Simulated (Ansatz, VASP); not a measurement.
## AlN in VASP and in Ansatz

Contents of POSCAR:

```
AlN
1.0
    0.0000000000      2.0188684454      2.0188684454
    2.0188684454      0.0000000000      2.0188684454
    2.0188684454      2.0188684454      0.0000000000
Al N
1 1
Direct
    0.0000000000      0.0000000000      0.0000000000
    0.5000000000      0.5000000000      0.5000000000
```

INCAR.step1

```
ALGO = Normal
EDIFF = 1E-4
ENCUT = 520
GGA = PE
ISMEAR = 0
LASPH = T
LCHARG = F
LREAL = F
LWAVE = T
NBANDS = 11
NELM = 100
PREC = Accurate
SIGMA = 0.01
```

The input INCAR.step2:

```
ALGO = Normal
EDIFF = 1E-7
ENCUT = 520
ISIF = 2
ISMEAR = 0
ISTART = 1
LASPH = T
LCHARG = T
LELF = T
LMIXTAU = T
LREAL = F
LVHAR = T
LWAVE = F
METAGGA = R2SCAN
NBANDS = 11
NELM = 100
PREC = Accurate
SIGMA = 0.01
```

KPOINTS

```
k-points
0
Gamma
  8 8 8
```

Input for Ansatz:

```yaml
crystal:
  lattice:
    - [0.0, 2.0188684454, 2.0188684454]
    - [2.0188684454, 0.0, 2.0188684454]
    - [2.0188684454, 2.0188684454, 0.0]
  atoms:
    - { symbol: Al, position: [0.0, 0.0, 0.0] }
    - { symbol: "N", position: [0.5, 0.5, 0.5] }
kpoints:
  mp_grid: { grid: [8, 8, 8] }
hamiltonian:
  xc: r2scan
scf:
  occupations: { method: fixed }
output:
  optics:
    e_range: [0, 19]
    de: 0.05
    sigma: 0.1
    bands: { spectra_wanted_up_to: 19 }
  write_density: true
  write_potential: true
  elf: true
  volumetric_format: npy
```

Alike in both runs: task single point; functional r2SCAN; k mesh 8 × 8 × 8; no spin polarisation.

|  | VASP | Ansatz |
| --- | --- | --- |
| version | VASP 6.6.1 | Ansatz 0.2.0 |
| potentials or method | VASP PAW PBE potentials, release 64 (Al, N) | plane waves, PAW |
| plane-wave cutoff (eV) | 520 | 500 |
| occupations | gaussian, width 0.01 eV | fixed |
| valence electrons in the cell | 8 | 8 |

VASP gave:

| Property | Result |
| --- | --- |
| gap on the k mesh at the Fermi level (eV) | 5.53 |

Task: Which values does Ansatz return?

Result: gap on the k mesh at the Fermi level (eV): 5.52.

VASP's potentials were made for PBE, not for r2SCAN.
